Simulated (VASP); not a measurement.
Input of a VASP 6.6.1 run:

INCAR

```
SYSTEM = K
  ALGO = Normal
  EDIFF = 1E-6
  EDIFFG = -0.005
  ENCUT = 600
  GGA = PE
  IBRION = 2
  ISIF = 3
  ISMEAR = -1
  LASPH = .TRUE.
  LCHARG = .FALSE.
  LREAL = .FALSE.
  LWAVE = .FALSE.
  NELM = 100
  NSW = 32
  PREC = Accurate
  PSTRESS = 140.0
  SIGMA = 0.1
```

File KPOINTS:

```
k-points
0
G
  12 12 12
  0 0 0
```

POSCAR

```
K
1.0
    3.0938651112      0.0000000000      0.0000000000
    0.0000000000      3.0938651112      0.0000000000
    0.0000000000      0.0000000000      3.0938651112
K
1
Direct
    0.0000000000      0.0000000000      0.0000000000
```

Potentials or basis: VASP PAW PBE potentials, release 64 (K_sv).

Launch:

```console
$ cat potpaw_PBE.64/K_sv/POTCAR > POTCAR
$ mpirun -np 1 vasp_std > vasp.out
```

Problem. Predict the relaxed cell.

Solution. a = 3.097 Å, b = 3.097 Å, c = 3.097 Å, α = 90.00°, β = 90.00°, γ = 90.00°.

Problem. Predict the space group after relaxing (to 0.05 Å).

Solution. Pm-3m (No. 221).

The path:
```csv
step,energy change (eV),largest force (eV/Å),pressure (GPa),volume (Å³)
1,0.0000,0.0000,14.10,29.61
2,-0.0072,0.0000,14.03,29.70
```

Caveat: the cell is relaxed towards a set pressure, so the enthalpy falls and the energy may rise.
